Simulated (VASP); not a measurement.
# K8MgZn7F24 (P1) in VASP: further runs

Aim: see how the results for K8MgZn7F24 move with the level of theory and the settings. Levels: PBEsol, r2SCAN. Tasks: single point.

All numbers are computed with VASP 6.6.1; they aren't measurements. Logs are shortened: lines on timing, memory, paths and dates and some standing lists are left out, and cuts for length are marked.

**1. The cell of the first run**

The typed cell holds 40 atoms: a = 8.090 Å, b = 8.090 Å, c = 8.090 Å, α = 90.00°, β = 90.00°, γ = 90.00°.

**2. Single point, PBEsol**

Input file INCAR:

```
SYSTEM = K8MgZn7F24
PREC = Accurate ; ENCUT = 520
EDIFF = 1E-7 ; ISMEAR = -1
SIGMA = 0.05 ; LREAL = Auto
LASPH = .TRUE. ; NELM = 80
ALGO = Normal ; ISIF = 2
LWAVE = .FALSE. ; LCHARG = .FALSE.
GGA = PS ; NBANDS = 189
ISYM = 0
```

Input file KPOINTS:

```
Automatic mesh
0
Gamma
  1 1 1
  0.25 0.25 0.25
```

Input file POSCAR:

```
K8MgZn7F24
1.0
    8.0901297822      0.0000000000      0.0000000000
    0.0000000000      8.0901297822      0.0000000000
    0.0000000000      0.0000000000      8.0901297822
K Zn Mg F
8 7 1 24
Direct
    0.0003920000      0.0005570000      0.9998990000
    0.0001350000      0.0004460000      0.4999040000
    0.0006730000      0.5001640000      0.9998460000
    0.0004560000      0.5001790000      0.5000660000
    0.5007990000      0.0006110000      0.9999550000
    0.5008680000      0.0002530000      0.4999240000
    0.5003400000      0.5002620000      0.9997280000
    0.5006060000      0.5003690000      0.5000700000
    0.2505000000      0.2503310000      0.2499370000
    0.2504900000      0.2502960000      0.7498980000
    0.2505360000      0.7503520000      0.7499120000
    0.7504910000      0.2504130000      0.2499600000
    0.7504830000      0.2503600000      0.7499790000
    0.7505320000      0.7503180000      0.2498910000
    0.7505960000      0.7502860000      0.7499560000
    0.2505710000      0.7503980000      0.2499120000
    0.2506950000      0.2495840000      0.0001550000
    0.2499480000      0.2510340000      0.4997690000
    0.2501820000      0.7510200000      0.0027170000
    0.2508570000      0.7496340000      0.4971630000
    0.7499600000      0.2510110000      0.9999990000
    0.7506650000      0.2495470000      0.4999240000
    0.7510950000      0.7495790000      0.0001560000
    0.7502040000      0.7509350000      0.4998060000
    0.0006520000      0.2509150000      0.2495370000
    0.0005050000      0.2504060000      0.7502880000
    0.0032860000      0.7496220000      0.2503740000
    0.0007250000      0.7502500000      0.7496580000
    0.5002680000      0.2494670000      0.2502800000
    0.5004100000      0.2504470000      0.7495210000
    0.4977550000      0.7508940000      0.2495990000
    0.5003690000      0.7502860000      0.7504370000
    0.2498360000      0.9975490000      0.2506630000
    0.2505040000      0.0001470000      0.7493520000
    0.2511650000      0.5031020000      0.2493530000
    0.2505500000      0.5005200000      0.7508120000
    0.7511030000      0.0001600000      0.2492980000
    0.7505790000      0.0002550000      0.7507020000
    0.7497170000      0.5004990000      0.2507370000
    0.7506290000      0.5003720000      0.7492700000
```

Potentials or basis: VASP PAW PBE potentials, release 64 (K_sv, Zn, Mg, F).

Started as:

```
cat potpaw_PBE.64/K_sv/POTCAR potpaw_PBE.64/Zn/POTCAR potpaw_PBE.64/Mg/POTCAR potpaw_PBE.64/F/POTCAR > POTCAR
mpirun -np 1 vasp_std > vasp.out
```

OUTCAR:

```text
SYSTEM = K8MgZn7F24
   PREC = Accurate
   ENCUT = 520
   EDIFF = 1E-7
   ISMEAR = -1
   LREAL = Auto
   LASPH = .TRUE.
   NELM = 80
   ISIF = 2
   GGA = PS
   ISYM = 0

 ion  position               nearest neighbor table
   1  0.000  0.001  1.000-  37 2.85  38 2.85  17 2.86  19 2.86  26 2.86  16 3.50
   2  0.000  0.000  0.500-  22 2.85  33 2.85  24 2.86  37 2.86  16 3.51
   3  0.001  0.500  1.000-  36 2.85  25 2.85  23 2.85  26 2.86  16 3.50
   4  0.000  0.500  0.500-  18 2.85  40 2.85  27 2.86  28 2.86  16 3.51
   5  0.501  0.001  1.000-  38 2.85  17 2.86  29 2.86  31 2.86  21 2.86  37 2.86  16 3.50
   6  0.501  0.000  0.500-  24 2.85  29 2.85  22 2.86  16 3.50
   7  0.500  0.500  1.000-  36 2.85  35 2.85  21 2.85  32 2.86  16 3.50
   8  0.501  0.500  0.500-  39 2.85  20 2.85  40 2.86  30 2.86  16 3.50
   9  0.251  0.250  0.250-  29 2.02  17 2.02  18 2.02  25 2.02  35 2.04  33 2.05
  10  0.250  0.250  0.750-  30 2.02  26 2.02  18 2.02  34 2.02  36 2.02  17 2.02
  11  0.251  0.750  0.750-  34 2.02  28 2.02  32 2.02  36 2.02  20 2.04  19 2.05
  12  0.750  0.250  0.250-  21 2.02  22 2.02  39 2.02  25 2.02  29 2.02  37 2.02
  13  0.750  0.250  0.750-  40 2.02  21 2.02  26 2.02  22 2.02  30 2.02  38 2.02
  14  0.751  0.750  0.250-  23 2.02  39 2.02  37 2.02  24 2.02  27 2.04  31 2.05
  15  0.751  0.750  0.750-  40 2.02  38 2.02  28 2.02  24 2.02  23 2.02  32 2.02
  16  0.251  0.750  0.250-  33 2.00  31 2.00  19 2.00  20 2.00  27 2.00  35 2.00   7 3.50   6 3.50
                             3 3.50   8 3.50   1 3.50   5 3.50   2 3.51   4 3.51
  17  0.251  0.250  0.000-   9 2.02  10 2.02   5 2.86   1 2.86
  18  0.250  0.251  0.500-   9 2.02  10 2.02   4 2.85
  19  0.250  0.751  0.003-  16 2.00  11 2.05   1 2.86
  20  0.251  0.750  0.497-  16 2.00  11 2.04   8 2.85
  21  0.750  0.251  1.000-  12 2.02  13 2.02   7 2.85   5 2.86
  22  0.751  0.250  0.500-  12 2.02  13 2.02   2 2.85   6 2.86
  23  0.751  0.750  0.000-  14 2.02  15 2.02   3 2.85
  24  0.750  0.751  0.500-  14 2.02  15 2.02   6 2.85   2 2.86
  25  0.001  0.251  0.250-   9 2.02  12 2.02   3 2.85
  26  0.001  0.250  0.750-  10 2.02  13 2.02   3 2.86   1 2.86
  27  0.003  0.750  0.250-  16 2.00  14 2.04   4 2.86
  28  0.001  0.750  0.750-  11 2.02  15 2.02   4 2.86
  29  0.500  0.249  0.250-   9 2.02  12 2.02   6 2.85   5 2.86
  30  0.500  0.250  0.750-  10 2.02  13 2.02   8 2.86
  31  0.498  0.751  0.250-  16 2.00  14 2.05   5 2.86
  32  0.500  0.750  0.750-  11 2.02  15 2.02   7 2.86
  33  0.250  0.998  0.251-  16 2.00   9 2.05   2 2.85
  34  0.251  0.000  0.749-  11 2.02  10 2.02
  35  0.251  0.503  0.249-  16 2.00   9 2.04   7 2.85
  36  0.251  0.501  0.751-  11 2.02  10 2.02   7 2.85   3 2.85
  37  0.751  0.000  0.249-  14 2.02  12 2.02   1 2.85   2 2.86   5 2.86
  38  0.751  0.000  0.751-  15 2.02  13 2.02   1 2.85   5 2.85
  39  0.750  0.500  0.251-  14 2.02  12 2.02   8 2.85
  40  0.751  0.500  0.749-  15 2.02  13 2.02   4 2.85   8 2.86

IMPORTANT INFORMATION: All symmetrisations will be switched off!
NOSYMM: (Re-)initialisation of all symmetry stuff for point group C_1.

[... 164 lines left out ...]
   ISMEAR =    -1;   SIGMA  =   0.05  broadening in eV -4-tet -1-fermi 0-gaus
   EFERMI_NEDOS =   21; number of points for ismear=-14 and -15
   IALGO  =     38    algorithm
   IMIX   =      4    mixing-type and parameters
     AMIX     =   0.40;   BMIX     =  1.00
     AMIX_MAG =   1.60;   BMIX_MAG =  1.00
  volume/ion in A,a.u.               =      13.24        89.33
  Fermi-wavevector in a.u.,A,eV,Ry     =   1.392703  2.631827 26.390158  1.939622
  Thomas-Fermi vector in A             =   2.516420
   LORBIT       =      0    0 simple, 1 ext, 2 COOP (PROOUT), +10 PAW based schemes
   GGA     = PS    functional components
   LHFCALC =     F    Hartree Fock is set to
   AEXX    =    0.0000 exact exchange contribution
   IVDW    =     0    specifies the selected vdW correction
   LEPSILON=     F    determine dielectric tensor
   LRPA    =     F    only Hartree local field effects (RPA)
 non-spin polarized calculation
  energy-cutoff  :      520.00
  volume of cell :      529.50
 maximum number of plane-waves:     14300
   NGX = 31   NGY = 31   NGZ = 31

 number of electron     325.9999886 magnetization

 Free energy of the ion-electron system (eV)
  ---------------------------------------------------
  ext. energy  EPLUGINS =         0.00000000
  ---------------------------------------------------
  free energy    TOTEN  =      -174.63388353 eV

  energy without entropy =     -174.63388353  energy(sigma->0) =     -174.63388353

 E-fermi :   0.1235     XC(G=0): -10.1048

 val. band max:       -1.1448147039   @ k =   0.2500  -0.2500   0.2500
 cond. band min:       3.8296138342   @ k =  -0.2500  -0.2500   0.2500
 fundamental gap:      4.9744285381
 Fermi energy:         0.1235250778

 k-point     1 :       0.2500    0.2500    0.2500
  band No.  band energies     occupation
      1     -27.7104      2.00000
      2     -27.6951      2.00000
      3     -27.6948      2.00000
      4     -27.6947      2.00000
      5     -27.6828      2.00000
      6     -27.6826      2.00000
[... 701 lines left out ...]
    174       8.0891      0.00000
    175       8.0895      0.00000
 [bands above 175 left out]

------------------------ aborting loop because EDIFF is reached ----------------------------------------

  FORCE on cell =-STRESS in cart. coord.  units (eV):
  Direction    XX          YY          ZZ          XY          YZ          ZX
  --------------------------------------------------------------------------------------
  -------------------------------------------------------------------------------------
  Total        0.9296502      0.9335096      0.9564349     -0.0164181      0.0040736      0.0052848
  in kB        2.8129608      2.8246387      2.8940068     -0.0496784      0.0123261      0.0159909
  external PRESSURE =       2.8438688 kB  Pullay stress =       0.0000000 kB

 VOLUME and BASIS-vectors are now :
 -----------------------------------------------------------------------------
  energy-cutoff  :      520.00
  volume of cell :      529.50
      direct lattice vectors                 reciprocal lattice vectors
     8.090129782  0.000000000  0.000000000     0.123607411  0.000000000  0.000000000
     0.000000000  8.090129782  0.000000000     0.000000000  0.123607411  0.000000000
     0.000000000  0.000000000  8.090129782     0.000000000  0.000000000  0.123607411

 POSITION                                       TOTAL-FORCE (eV/Angst)
 -----------------------------------------------------------------------------------
      0.00317      0.00451      8.08931         0.003510     -0.005819      0.000464
      0.00109      0.00361      4.04429         0.008268     -0.002593      0.000311
      0.00544      4.04639      8.08888        -0.003007      0.003652      0.002973
      0.00369      4.04651      4.04560         0.002012      0.004019     -0.001558
      4.05153      0.00494      8.08977        -0.003518     -0.003760     -0.000022
      4.05209      0.00205      4.04445        -0.006339      0.001055      0.000778
[... 32 lines left out ...]
      6.06531      4.04910      2.02849         0.003964     -0.005327     -0.003172
      6.07269      4.04807      6.06169        -0.002951     -0.003027      0.001850
 -----------------------------------------------------------------------------------
    total drift:                               -0.042238     -0.029211      0.001664

  FREE ENERGIE OF THE ION-ELECTRON SYSTEM (eV)
  ---------------------------------------------------
  free  energy   TOTEN  =      -174.6338835265 eV

  energy  without entropy=     -174.6338835264  energy(sigma->0) =     -174.63388353
```

stdout:

```text
POSCAR found type information on POSCAR K ZnMgF
 POSCAR found :  4 types and      40 ions
 scaLAPACK will be used
 -----------------------------------------------------------------------------
|                                                                             |
|                                                                             |
|     You enforced a specific xc type in the INCAR file but a different       |
|     I HOPE YOU KNOW WHAT YOU ARE DOING!                                     |
|                                                                             |
 -----------------------------------------------------------------------------

 LDA part: xc-table for (Slater+PW92), standard interpolation
 POSCAR, INCAR and KPOINTS ok, starting setup
 FFT: planning ... GRIDC
 FFT: planning ... GRID_SOFT
 FFT: planning ... GRID
 WAVECAR not read
 entering main loop
```

It took 8.1 min on 1 thread of Intel Xeon 6975P-C (Granite Rapids), shared host; peak memory 0.64 GiB.

Results:

* Free energy: -174.6339 eV
* Pressure: 0.3 GPa
* Largest force: 0.077 eV/Å
* Band gap on the k mesh: 4.97 eV

Forces on the atoms (eV/Å):
```
K    0.004 -0.006  0.000
K    0.008 -0.003  0.000
K   -0.003  0.004  0.003
K    0.002  0.004 -0.002
K   -0.004 -0.004  0.000
K   -0.006  0.001  0.001
K    0.002  0.003  0.004
K   -0.002 -0.001 -0.002
Zn  -0.001 -0.002  0.004
Zn  -0.002 -0.001  0.002
Zn  -0.001  0.002  0.002
Zn  -0.004 -0.003  0.000
Zn  -0.002 -0.001 -0.001
Zn   0.001 -0.003  0.003
Zn  -0.002  0.000  0.004
Mg  -0.002 -0.001  0.002
F    0.000  0.004 -0.009
F    0.003 -0.003  0.004
F    0.003 -0.002  0.075
F    0.002  0.003 -0.073
F    0.003 -0.004 -0.001
F    0.001  0.003  0.003
F   -0.005  0.002 -0.005
F   -0.001 -0.001  0.001
F   -0.006  0.000  0.002
F   -0.004 -0.003 -0.001
F    0.077  0.004 -0.002
F   -0.004  0.001  0.000
F    0.006  0.008 -0.002
F    0.004 -0.003  0.004
F   -0.072  0.002  0.000
F    0.004  0.000 -0.006
F    0.003 -0.073  0.000
F    0.000  0.004  0.001
F   -0.002  0.075 -0.001
F    0.000 -0.006 -0.005
F    0.000  0.004  0.001
F   -0.002  0.004 -0.003
F    0.004 -0.005 -0.003
F   -0.003 -0.003  0.002
```

Levels at points of the mesh, in eV from the valence-band top:
```csv
k point,band 161,band 162,band 163,band 164,band 165,band 166
"(0.25, 0.25, 0.25)",-0.02,-0.02,0.00,4.97,6.46,6.46
```

Caveat: the PAW data sets were made with another functional, which shifts forces and pressure a little; a shifted mesh leaves out Γ, where band edges can lie. A k mesh can miss the band edges.

**3. Single point, r2SCAN**

POSCAR, as its differences from that of step 2:

```diff
@@ -2,5 +2,5 @@
 1.0
-    8.0901297822      0.0000000000      0.0000000000
-    0.0000000000      8.0901297822      0.0000000000
-    0.0000000000      0.0000000000      8.0901297822
+    8.0901300000      0.0000000000      0.0000000000
+    0.0000000000      8.0901300000      0.0000000000
+    0.0000000000      0.0000000000      8.0901300000
 K Zn Mg F
```

Input file INCAR.step1:

```
SYSTEM = K8MgZn7F24
PREC = Accurate
ENCUT = 520
ISMEAR = -1
SIGMA = 0.05
LREAL = Auto
LASPH = .TRUE.
NELM = 60
NBANDS = 189
ISYM = 0
GGA = PE
ALGO = Normal
EDIFF = 1E-4
LWAVE = .TRUE.
LCHARG = .FALSE.
```

Input file INCAR.step2:

```
SYSTEM = K8MgZn7F24
PREC = Accurate
ENCUT = 520
EDIFF = 1E-6
ISMEAR = -1
SIGMA = 0.05
LREAL = Auto
LASPH = .TRUE.
NELM = 60
ALGO = Normal
ISIF = 2
LWAVE = .FALSE.
LCHARG = .FALSE.
METAGGA = R2SCAN
LMIXTAU = .TRUE.
NBANDS = 189
ISYM = 0
ISTART = 1
```

KPOINTS is that of step 2.

Potentials or basis: VASP PAW PBE potentials, release 64 (K_sv, Zn, Mg, F).

Started as:

```
cat potpaw_PBE.64/K_sv/POTCAR potpaw_PBE.64/Zn/POTCAR potpaw_PBE.64/Mg/POTCAR potpaw_PBE.64/F/POTCAR > POTCAR
cp INCAR.step1 INCAR
mpirun -np 1 vasp_std > vasp.out
cp INCAR.step2 INCAR
mpirun -np 1 vasp_std > vasp.out
```

It took 17 min on 1 thread of Intel Xeon 6975P-C (Granite Rapids), shared host; peak memory 0.72 GiB.

Results (log left out):

| Property | Result |
| --- | --- |
| Free energy | -305.8963 eV |
| Pressure | -0.2 GPa |
| Largest force | 0.136 eV/Å |
| Band gap on the k mesh | 5.89 eV |

Forces in eV/Å, atoms in the order of the input:
```
K    0.010 -0.006  0.001
K    0.017 -0.001 -0.002
K    0.002  0.009  0.005
K    0.008  0.010 -0.004
K    0.000 -0.002  0.001
K   -0.004  0.003 -0.001
K    0.007  0.008  0.006
K    0.001  0.003 -0.004
Zn  -0.025 -0.017  0.008
Zn  -0.025 -0.015  0.007
Zn  -0.028 -0.016  0.007
Zn  -0.027 -0.023  0.001
Zn  -0.025 -0.019 -0.001
Zn  -0.023 -0.019  0.009
Zn  -0.032 -0.013  0.006
Mg   0.003  0.002  0.001
F    0.006  0.010 -0.007
F    0.011  0.000  0.000
F    0.010  0.001  0.127
F    0.008  0.008 -0.126
F    0.010 -0.001 -0.001
F    0.007  0.009  0.001
F    0.000  0.008 -0.002
F    0.006  0.002 -0.003
F    0.000  0.003  0.002
F    0.000  0.001 -0.002
F    0.135  0.009 -0.004
F    0.001  0.005 -0.001
F    0.006  0.014 -0.004
F    0.006  0.000  0.004
F   -0.120  0.006  0.000
F    0.004  0.005 -0.008
F    0.010 -0.123 -0.001
F    0.006  0.003  0.001
F    0.003  0.131  0.000
F    0.006 -0.001 -0.008
F    0.005  0.002  0.001
F    0.004  0.005 -0.005
F    0.012 -0.001 -0.006
F    0.003  0.000  0.002
```

Levels at points of the mesh, in eV from the valence-band top:
| k point | band 160 | band 161 | band 162 | band 163 | band 164 | band 165 | band 166 | band 167 |
| --- | --- | --- | --- | --- | --- | --- | --- | --- |
| (0.25, 0.25, 0.25) | -0.31 | -0.02 | -0.02 | 0.00 | 5.89 | 7.37 | 7.37 | 7.77 |

Caveat: the PAW data sets were made with another functional, which shifts forces and pressure a little; a shifted mesh leaves out Γ, where band edges can lie. A k mesh can miss the band edges.
